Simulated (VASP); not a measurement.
# KF (I4/mmm) in VASP: further runs

The runs below take KF through single point, with r2SCAN.

Everything below comes from runs of VASP 6.6.1. Logs are shortened: lines on timing, memory, paths and dates and some standing lists are left out, and cuts for length are marked.

## 1. The cell of the first run

Symmetry: I4/mmm, No. 139, tetragonal system. The conventional cell has a = 3.592 Å, b = 3.592 Å, c = 5.481 Å, α = 90.00°, β = 90.00°, γ = 90.00°. Within 3.4 Å of K (site symmetry 4/mmm) lie 6 F at 2.54 to 2.74 Å. Within 3.4 Å of F (site symmetry 4/mmm) lie 6 K at 2.54 to 2.74 Å.

## 2. Single point, r2SCAN (strain -0.050 along x and y, +0.025 along z)

The input, POSCAR:

```
KF
1.0
    0.0000000000      2.5398250000      2.7403375000
    2.5398250000      0.0000000000      2.7403375000
    2.5398250000      2.5398250000      0.0000000000
K F
1 1
Direct
    0.0000000000      0.0000000000      0.0000000000
    0.5000000000      0.5000000000      0.5000000000
```

The input, INCAR.step1:

```
PREC     = Accurate       # precision mode
ENCUT    = 520            # plane-wave cutoff, eV
ISMEAR   = 0              # smearing method
SIGMA    = 0.05           # smearing width, eV
LREAL    = False          # projectors in reciprocal space
LASPH    = True           # aspherical terms in the spheres
NELM     = 100            # most SCF steps
NBANDS   = 15             # bands
GGA      = PE             # functional
ALGO     = Normal         # electronic algorithm
EDIFF    = 1E-4           # SCF threshold, eV
LWAVE    = True           # write WAVECAR
LCHARG   = False          # write CHGCAR
```

The input, INCAR.step2:

```
PREC     = Accurate       # precision mode
ENCUT    = 520            # plane-wave cutoff, eV
EDIFF    = 1E-6           # SCF threshold, eV
ISMEAR   = 0              # smearing method
SIGMA    = 0.05           # smearing width, eV
LREAL    = False          # projectors in reciprocal space
LASPH    = True           # aspherical terms in the spheres
NELM     = 100            # most SCF steps
ALGO     = Normal         # electronic algorithm
ISIF     = 2              # what is computed and relaxed
LWAVE    = False          # write WAVECAR
LCHARG   = True           # write CHGCAR
METAGGA  = R2SCAN         # meta-GGA
LMIXTAU  = True         
LELF     = True           # ELF
LVHAR    = True         
NBANDS   = 15             # bands
ISTART   = 1
```

The input, KPOINTS:

```
Automatic mesh
0
Gamma
  8 8 8
```

Potentials or basis: VASP PAW PBE potentials, release 64 (K_sv, F).

On the command line:

```
$ cat potpaw_PBE.64/K_sv/POTCAR potpaw_PBE.64/F/POTCAR > POTCAR
$ cp INCAR.step1 INCAR
$ mpirun -np 1 vasp_std > vasp.out
$ cp INCAR.step2 INCAR
$ mpirun -np 1 vasp_std > vasp.out
```

OUTCAR:

```text
PREC = Accurate
   ENCUT = 520
   EDIFF = 1E-6
   ISMEAR = 0
   LREAL = False
   LASPH = True
   NELM = 100
   ISIF = 2
   METAGGA = R2SCAN
   ISTART = 1

 ion  position               nearest neighbor table
   1  0.000  0.000  0.000-   2 2.54   2 2.54   2 2.54   2 2.54   2 2.74   2 2.74
   2  0.500  0.500  0.500-   1 2.54   1 2.54   1 2.54   1 2.54   1 2.74   1 2.74

  LATTYP: Found a body centered tetragonal cell.
 ALAT       =     3.5918549611
 C/A-ratio  =     1.5258620015

  Lattice vectors:

 A1 = (  -2.5398250000,   0.0000000000,   2.7403375000)
 A2 = (   2.5398250000,   0.0000000000,   2.7403375000)
 A3 = (   0.0000000000,   2.5398250000,  -2.7403375000)

Analysis of symmetry for initial positions (statically):
=====================================================================
 Subroutine PRICEL returns:
 Original cell was already a primitive cell.

 Routine SETGRP: Setting up the symmetry group for a
 body centered tetragonal supercell.

 Subroutine GETGRP returns: Found 16 space group operations
 (whereof 16 operations were pure point group operations)
 out of a pool of 16 trial point group operations.

The static configuration has the point symmetry D_4h.

Analysis of symmetry for dynamics (positions and initial velocities):
=====================================================================
 Subroutine PRICEL returns:
 Original cell was already a primitive cell.

 Routine SETGRP: Setting up the symmetry group for a
 body centered tetragonal supercell.

 Subroutine GETGRP returns: Found 16 space group operations
 (whereof 16 operations were pure point group operations)
 out of a pool of 16 trial point group operations.

The dynamic configuration has the point symmetry D_4h.

 Subroutine INISYM returns: Found 16 space group operations
 (whereof 16 operations are pure point group operations),
 and found     1 'primitive' translations

----------------------------------------------------------------------------------------

                                     Primitive cell

  volume of cell :      35.3543

  direct lattice vectors                    reciprocal lattice vectors
     0.000000000  2.539825000  2.740337500    -0.196863957  0.196863957  0.182459277
     2.539825000  0.000000000  2.740337500     0.196863957 -0.196863957  0.182459277
     2.539825000  2.539825000  0.000000000     0.196863957  0.196863957 -0.182459277

  length of vectors
     3.736329836  3.736329836  3.591854961     0.332869679  0.332869679  0.332869679

  position of ions in fractional coordinates (direct lattice)
     0.000000000  0.000000000  0.000000000
     0.500000000  0.500000000  0.500000000

  ion indices of the primitive-cell ions
   primitive index   ion index
                 1           1
                 2           2

----------------------------------------------------------------------------------------

 KPOINTS: Automatic mesh

Automatic generation of k-mesh.
 Grid dimensions read from file:
 generate k-points for:    8    8    8

 Generating k-lattice:

  Cartesian coordinates                     Fractional coordinates (reciprocal lattice)
    -0.024607995  0.024607995  0.022807410     0.125000000  0.000000000  0.000000000
     0.024607995 -0.024607995  0.022807410     0.000000000  0.125000000  0.000000000
     0.024607995  0.024607995 -0.022807410    -0.000000000 -0.000000000  0.125000000

  Length of vectors
     0.041608710  0.041608710  0.041608710

  Shift w.r.t. Gamma in fractional coordinates (k-lattice)
     0.000000000  0.000000000  0.000000000

 Subroutine IBZKPT returns following result:
 ===========================================

 Found     59 irreducible k-points:

 Following reciprocal coordinates:
            Coordinates               Weight
  0.000000  0.000000  0.000000      1.000000
  0.125000  0.000000  0.000000      8.000000
  0.250000  0.000000  0.000000      8.000000
  0.375000 -0.000000  0.000000      8.000000
  0.500000  0.000000  0.000000      4.000000
  0.125000  0.125000  0.000000      2.000000
[... 16 lines left out ...]
[... 44 lines left out ...]
 cond. band min:       4.0682176997   @ k =   0.0000   0.0000   0.0000
 fundamental gap:      7.1553880394
 Fermi energy:        -2.8391534125

 k-point     1 :       0.0000    0.0000    0.0000
  band No.  band energies     occupation
      1     -30.0433      2.00000
      2     -22.9714      2.00000
      3     -12.4869      2.00000
      4     -12.4580      2.00000
      5     -12.4580      2.00000
      6      -3.2263      2.00000
      7      -3.0872      2.00000
      8      -3.0872      2.00000
      9       4.0682      0.00000
     10       8.2276      0.00000
     11       8.7130      0.00000
     12       8.7130      0.00000
     13      10.1674      0.00000
     14      10.9079      0.00000
     15      14.6246      0.00000

 k-point     2 :       0.1250    0.0000    0.0000
  band No.  band energies     occupation
      1     -30.0230      2.00000
      2     -22.9930      2.00000
      3     -12.5233      2.00000
      4     -12.4779      2.00000
      5     -12.4558      2.00000
      6      -3.3150      2.00000
      7      -3.2047      2.00000
      8      -3.1594      2.00000
      9       4.5249      0.00000
     10       8.1925      0.00000
     11       8.6825      0.00000
     12       8.9389      0.00000
     13      10.3496      0.00000
     14      11.0783      0.00000
     15      15.5014      0.00000

 k-point     3 :       0.2500    0.0000    0.0000
  band No.  band energies     occupation
      1     -29.9735      2.00000
      2     -23.0446      2.00000
      3     -12.6306      2.00000
      4     -12.5052      2.00000
      5     -12.4503      2.00000
      6      -3.6060      2.00000
      7      -3.3687      2.00000
      8      -3.3299      2.00000
      9       5.6446      0.00000
     10       7.8719      0.00000
     11       9.2161      0.00000
     12       9.5244      0.00000
     13      10.9156      0.00000
     14      11.5614      0.00000
     15      16.8585      0.00000
[... 343 lines left out ...]
 k-point    23 :       0.2500    0.0000    0.1250
  band No.  band energies     occupation
      1     -29.9732      2.00000
      2     -23.0400      2.00000
      3     -12.5996      2.00000
      4     -12.5532      2.00000
      5     -12.4683      2.00000
      6      -3.6370      2.00000
      7      -3.3237      2.00000
      8      -3.1997      2.00000
      9       5.4907      0.00000
     10       7.4656      0.00000
     11       9.3821      0.00000
     12       9.6671      0.00000
     13      10.8709      0.00000
     14      11.4330      0.00000
     15      17.1480      0.00000

 k-point    24 :       0.3750   -0.0000    0.1250
  band No.  band energies     occupation
      1     -29.9243      2.00000
      2     -23.0829      2.00000
      3     -12.7202      2.00000
      4     -12.5752      2.00000
      5     -12.5051      2.00000
      6      -3.7936      2.00000
      7      -3.4564      2.00000
      8      -3.3699      2.00000
      9       6.5625      0.00000
     10       7.4784      0.00000
     11       9.9403      0.00000
     12      10.1925      0.00000
     13      11.7658      0.00000
     14      12.0161      0.00000
     15      16.3159      0.00000

 [... further k-points ...]
[... 5 lines left out ...]
  --------------------------------------------------------------------------------------
  -------------------------------------------------------------------------------------
  Total        1.1627226      1.1627226     -0.1913989      0.0000000     -0.0000000      0.0000000
  in kB       52.6920442     52.6920442     -8.6737809      0.0000000     -0.0000000      0.0000000
  external PRESSURE =      32.2367691 kB  Pullay stress =       0.0000000 kB

 VOLUME and BASIS-vectors are now :
 -----------------------------------------------------------------------------
  energy-cutoff  :      520.00
  volume of cell :       35.35
      direct lattice vectors                 reciprocal lattice vectors
     0.000000000  2.539825000  2.740337500    -0.196863957  0.196863957  0.182459277
     2.539825000  0.000000000  2.740337500     0.196863957 -0.196863957  0.182459277
     2.539825000  2.539825000  0.000000000     0.196863957  0.196863957 -0.182459277

 POSITION                                       TOTAL-FORCE (eV/Angst)
 -----------------------------------------------------------------------------------
      0.00000      0.00000      0.00000        -0.000000     -0.000000     -0.000000
      2.53982      2.53982      2.74034         0.000000      0.000000      0.000000
 -----------------------------------------------------------------------------------
    total drift:                                0.000000      0.000000      0.000000

  FREE ENERGIE OF THE ION-ELECTRON SYSTEM (eV)
  ---------------------------------------------------
  free  energy   TOTEN  =       -14.9176559264 eV

  energy  without entropy=      -14.9176559264  energy(sigma->0) =      -14.91765593
```

Run time: 65 s. Hardware: 1 thread of Intel Xeon 6975P-C (Granite Rapids), shared host; peak memory 0.17 GiB.

What came out:

| Quantity | Value |
| --- | --- |
| Free energy | -14.9177 eV |
| Pressure | 3.2 GPa |
| Band gap on the k mesh | 7.16 eV, direct |

Stress tensor (GPa, compression positive):
```
 5.27  0.00  0.00
 0.00  5.27  0.00
 0.00  0.00 -0.87
```

Levels at points of the mesh, in eV from the valence-band top:
```
           k point  band 6  band 7  band 8  band 9  band 10  band 11
(0.00, 0.00, 0.00)   -0.14    0.00    0.00    7.16    11.31    11.80
(0.50, 0.00, 0.00)   -0.91   -0.48   -0.46    9.92    11.76    13.06
(0.50, 0.50, 0.00)   -0.35   -0.03   -0.03    8.98    11.65    12.54
(0.50, 0.00, 0.50)   -0.19   -0.12   -0.01    8.69    11.62    13.23
```

Caveat: the cell differs from its parent crystal (strain -0.050 along x and y, +0.025 along z); the PAW data sets were made with another functional, which shifts forces and pressure a little. A k mesh can miss the band edges.

## 3. Single point, r2SCAN (strain -0.050 along x and y, +0.050 along z)

The input, POSCAR:

```
KF
1.0
    0.0000000000      2.5398250000      2.8071750000
    2.5398250000      0.0000000000      2.8071750000
    2.5398250000      2.5398250000      0.0000000000
K F
1 1
Direct
    0.0000000000      0.0000000000      0.0000000000
    0.5000000000      0.5000000000      0.5000000000
```

The input, INCAR.step1:

```
SYSTEM = KF
ALGO     = Normal         ! electronic algorithm
EDIFF    = 1E-4           ! SCF threshold, eV
ENCUT    = 520            ! plane-wave cutoff, eV
GGA      = PE             ! functional
ISMEAR   = 0              ! smearing method
LASPH    = .TRUE.         ! aspherical terms in the spheres
LCHARG   = .FALSE.        ! write CHGCAR
LREAL    = .FALSE.        ! projectors in reciprocal space
LWAVE    = .TRUE.         ! write WAVECAR
NBANDS   = 15             ! bands
NELM     = 60             ! most SCF steps
PREC     = Accurate       ! precision mode
SIGMA    = 0.05           ! smearing width, eV
```

The input, INCAR.step2:

```
SYSTEM = KF
ALGO     = Normal         ! electronic algorithm
EDIFF    = 1E-6           ! SCF threshold, eV
ENCUT    = 520            ! plane-wave cutoff, eV
ISIF     = 2              ! what is computed and relaxed
ISMEAR   = 0              ! smearing method
ISTART   = 1            
LASPH    = .TRUE.         ! aspherical terms in the spheres
LCHARG   = .TRUE.         ! write CHGCAR
LELF     = .TRUE.         ! ELF
LMIXTAU  = .TRUE.       
LREAL    = .FALSE.        ! projectors in reciprocal space
LVHAR    = .TRUE.       
LWAVE    = .FALSE.        ! write WAVECAR
METAGGA  = R2SCAN         ! meta-GGA
NBANDS   = 15             ! bands
NELM     = 60             ! most SCF steps
PREC     = Accurate       ! precision mode
SIGMA    = 0.05           ! smearing width, eV
```

The input, KPOINTS:

```
k-points
0
G
  8 8 8
  0 0 0
```

Potentials or basis: VASP PAW PBE potentials, release 64 (K_sv, F).

On the command line:

```
$ cat potpaw_PBE.64/K_sv/POTCAR potpaw_PBE.64/F/POTCAR > POTCAR
$ cp INCAR.step1 INCAR
$ mpirun -np 1 vasp_std > vasp.out
$ cp INCAR.step2 INCAR
$ mpirun -np 1 vasp_std > vasp.out
```

Wall time 63 s (1 thread of Intel Xeon 6975P-C (Granite Rapids), shared host); peak memory 0.17 GiB.

It converged, with:

```
Free energy            : -14.9107 eV
Pressure               : 2.5 GPa
Band gap on the k mesh : 6.98 eV, direct
```

Stress tensor (GPa, compression positive):
```
 4.82  0.00  0.00
 0.00  4.82  0.00
 0.00  0.00 -2.11
```

Levels at points of the mesh, in eV from the valence-band top:
| k point | band 4 | band 5 | band 6 | band 7 | band 8 | band 9 | band 10 | band 11 | band 12 | band 13 |
| --- | --- | --- | --- | --- | --- | --- | --- | --- | --- | --- |
| (0.00, 0.00, 0.00) | -9.45 | -9.45 | -0.16 | 0.00 | 0.00 | 6.98 | 11.17 | 11.80 | 11.80 | 13.09 |
| (0.50, 0.00, 0.00) | -9.53 | -9.42 | -0.90 | -0.47 | -0.46 | 9.80 | 11.54 | 12.91 | 13.47 | 15.39 |
| (0.50, 0.50, 0.00) | -9.62 | -9.62 | -0.40 | -0.03 | -0.03 | 9.02 | 11.53 | 12.16 | 14.95 | 15.35 |
| (0.50, 0.00, 0.50) | -9.81 | -9.69 | -0.22 | -0.12 | -0.02 | 8.66 | 11.47 | 13.07 | 14.84 | 14.89 |

Caveat: the cell differs from its parent crystal (strain -0.050 along x and y, +0.050 along z); the PAW data sets were made with another functional, which shifts forces and pressure a little. A k mesh can miss the band edges.

## 4. Single point, r2SCAN (strain +0.000 along x and y, -0.050 along z)

The input, POSCAR:

```
KF
1.0
    0.0000000000      2.6735000000      2.5398250000
    2.6735000000      0.0000000000      2.5398250000
    2.6735000000      2.6735000000      0.0000000000
K F
1 1
Direct
    0.0000000000      0.0000000000      0.0000000000
    0.5000000000      0.5000000000      0.5000000000
```

The input, INCAR.step1:

```
SYSTEM = KF
PREC = Accurate
ENCUT = 520
ISMEAR = 0
SIGMA = 0.05
LREAL = .FALSE.
LASPH = .TRUE.
NELM = 80
NBANDS = 15
GGA = PE
ALGO = Normal
EDIFF = 1E-4
LWAVE = .TRUE.
LCHARG = .FALSE.
```

The input, INCAR.step2:

```
SYSTEM = KF
PREC = Accurate
ENCUT = 520
EDIFF = 1E-6
ISMEAR = 0
SIGMA = 0.05
LREAL = .FALSE.
LASPH = .TRUE.
NELM = 80
ALGO = Normal
ISIF = 2
LWAVE = .FALSE.
LCHARG = .FALSE.
METAGGA = R2SCAN
LMIXTAU = .TRUE.
NBANDS = 15
ISTART = 1
```

The input, KPOINTS:

```
regular mesh
0
G
  8 8 8
  0 0 0
```

On the command line:

```
$ cat potpaw_PBE.64/K_sv/POTCAR potpaw_PBE.64/F/POTCAR > POTCAR
$ cp INCAR.step1 INCAR
$ mpirun -np 1 vasp_std > vasp.out
$ cp INCAR.step2 INCAR
$ mpirun -np 1 vasp_std > vasp.out
```

Run time: 65 s. Hardware: 1 thread of Intel Xeon 6975P-C (Granite Rapids), shared host; peak memory 0.18 GiB.

It converged, with:

```
Free energy            : -14.9493 eV
Pressure               : 1.6 GPa
Band gap on the k mesh : 7.01 eV, direct
```

Stress tensor (GPa, compression positive):
```
0.16 0.00 0.00
0.00 0.16 0.00
0.00 0.00 4.61
```

Levels at points of the mesh, in eV from the valence-band top:
```csv
k point,band 4,band 5,band 6,band 7,band 8,band 9,band 10,band 11,band 12,band 13
"(0.00, 0.00, 0.00)",-9.50,-9.50,-0.11,-0.11,0.00,7.01,11.43,11.43,11.73,13.17
"(0.50, 0.00, 0.00)",-9.57,-9.49,-0.90,-0.46,-0.45,9.80,11.54,12.93,13.27,15.50
"(0.50, 0.50, 0.00)",-9.78,-9.78,-0.15,-0.15,-0.14,8.59,11.48,13.07,14.81,15.36
"(0.50, 0.00, 0.50)",-9.76,-9.70,-0.30,-0.15,-0.03,8.81,11.42,12.60,14.83,15.14
```

Caveat: the cell differs from its parent crystal (strain +0.000 along x and y, -0.050 along z); the PAW data sets were made with another functional, which shifts forces and pressure a little. A k mesh can miss the band edges.

## 5. Single point, r2SCAN (strain -0.025 along x and y, +0.050 along z)

The input, POSCAR:

```
KF
1.0
    0.0000000000      2.6066625000      2.8071750000
    2.6066625000      0.0000000000      2.8071750000
    2.6066625000      2.6066625000      0.0000000000
K F
1 1
Direct
    0.0000000000      0.0000000000      0.0000000000
    0.5000000000      0.5000000000      0.5000000000
```

The input, INCAR.step1:

```
PREC = Accurate
ENCUT = 520
ISMEAR = 0
SIGMA = 0.05
LREAL = False
LASPH = True
NELM = 60
NBANDS = 15
GGA = PE
ALGO = Normal
EDIFF = 1E-4
LWAVE = True
LCHARG = False
```

The input, INCAR.step2:

```
PREC = Accurate
ENCUT = 520
EDIFF = 1E-7
ISMEAR = 0
SIGMA = 0.05
LREAL = False
LASPH = True
NELM = 60
ALGO = Normal
ISIF = 2
LWAVE = False
LCHARG = False
METAGGA = R2SCAN
LMIXTAU = True
NBANDS = 15
ISTART = 1
```

The input, KPOINTS:

```
Automatic mesh
0
Gamma
  8 8 8
```

On the command line:

```
$ cat potpaw_PBE.64/K_sv/POTCAR potpaw_PBE.64/F/POTCAR > POTCAR
$ cp INCAR.step1 INCAR
$ mpirun -np 1 vasp_std > vasp.out
$ cp INCAR.step2 INCAR
$ mpirun -np 1 vasp_std > vasp.out
```

It took 74 s on 1 thread of Intel Xeon 6975P-C (Granite Rapids), shared host; peak memory 0.18 GiB.

The run converged. Its results:

```yaml
Free_energy: -14.9488 eV
Pressure: 0.0 GPa
Band_gap_on_the_k_mesh: 6.76 eV, direct
```

Stress tensor (GPa, compression positive):
```
 1.27  0.00  0.00
 0.00  1.27  0.00
 0.00  0.00 -2.66
```

Levels at points of the mesh, in eV from the valence-band top:
| k point | band 5 | band 6 | band 7 | band 8 | band 9 | band 10 | band 11 | band 12 |
| --- | --- | --- | --- | --- | --- | --- | --- | --- |
| (0.00, 0.00, 0.00) | -9.62 | -0.10 | 0.00 | 0.00 | 6.76 | 11.16 | 11.60 | 11.60 |
| (0.50, 0.00, 0.00) | -9.61 | -0.81 | -0.39 | -0.38 | 9.62 | 11.19 | 12.71 | 13.14 |
| (0.50, 0.50, 0.00) | -9.78 | -0.35 | -0.04 | -0.04 | 8.93 | 11.21 | 11.93 | 14.66 |
| (0.50, 0.00, 0.50) | -9.84 | -0.17 | -0.16 | -0.05 | 8.66 | 11.20 | 12.60 | 14.58 |

Caveat: the cell differs from its parent crystal (strain -0.025 along x and y, +0.050 along z); the PAW data sets were made with another functional, which shifts forces and pressure a little. A k mesh can miss the band edges.

## 6. Summary

| cell | gap on the mesh (eV) | pressure (GPa) |
| --- | --- | --- |
| a = 3.736, b = 3.736, c = 3.592 Å, angles 61.3, 61.3, 57.5°, 2 atoms | 7.16 | 3.2 |
| a = 3.786, b = 3.786, c = 3.592 Å, angles 61.7, 61.7, 56.6°, 2 atoms | 6.98 | 2.5 |
| a = 3.688, b = 3.688, c = 3.781 Å, angles 59.2, 59.2, 61.7°, 2 atoms | 7.01 | 1.6 |
| a = 3.831, b = 3.831, c = 3.686 Å, angles 61.2, 61.2, 57.5°, 2 atoms | 6.76 | 0.0 |

Alike in all rows: task single point; level r2SCAN; potentials or basis VASP PAW PBE potentials, release 64 (K_sv, F); no spin polarisation; k mesh 8 × 8 × 8; cutoff (eV) 520; smearing gaussian 0.05 eV.

Caveats: the PAW data sets were made with another functional, which shifts forces and pressure a little.

Absolute energies hang on the potentials; compare differences alone.
